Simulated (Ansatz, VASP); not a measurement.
## SiGe2 in VASP and in Ansatz

```
CELL_PARAMETERS angstrom
-2.94801 2.94801 2.52935
2.94801 -2.94801 2.52935
2.94801 2.94801 -2.52935
ATOMIC_POSITIONS crystal
Si 0.25000 0.25000 0.00000
Si 0.75000 0.75000 0.00000
Ge 0.65574 0.84426 0.50000
Ge 0.84426 0.34426 0.18851
Ge 0.34426 0.15574 0.50000
Ge 0.15574 0.65574 0.81149
```

Change from the starting cell: species swapped into the VSb2 type (I4/mcm, No. 140).

Alike in both runs: task single point; functional PBE; k mesh 4 × 4 × 4; occupations gaussian, width 0.1 eV; no spin polarisation.

```csv
,VASP,Ansatz
version,VASP 6.6.1,Ansatz 0.2.0
potentials or method,"VASP PAW PBE potentials, release 64 (Si, Ge_d), cutoff 520 eV","scalar-relativistic, plane waves, PAW"
valence electrons in the cell,64,64
```

|  | VASP | Ansatz | Ansatz less VASP |
| --- | --- | --- | --- |
| gap on the k mesh at the Fermi level (eV) | none | none | - |
| pressure (GPa) | 24.9 | 24.9 | +0.02 |
| traceless stress, the component that is largest in VASP (GPa) | -3.68 | -3.66 | +0.015 |
| rms of the force components (eV/Å) | 0.341 | 0.342 | +0.0004 |

Atom by atom the forces differ by 0.000 eV/Å (rms over components). A gap of «none» marks a metal or a gap that the smearing closes.

The k mesh is coarse, so the values compare programs but aren't converged.
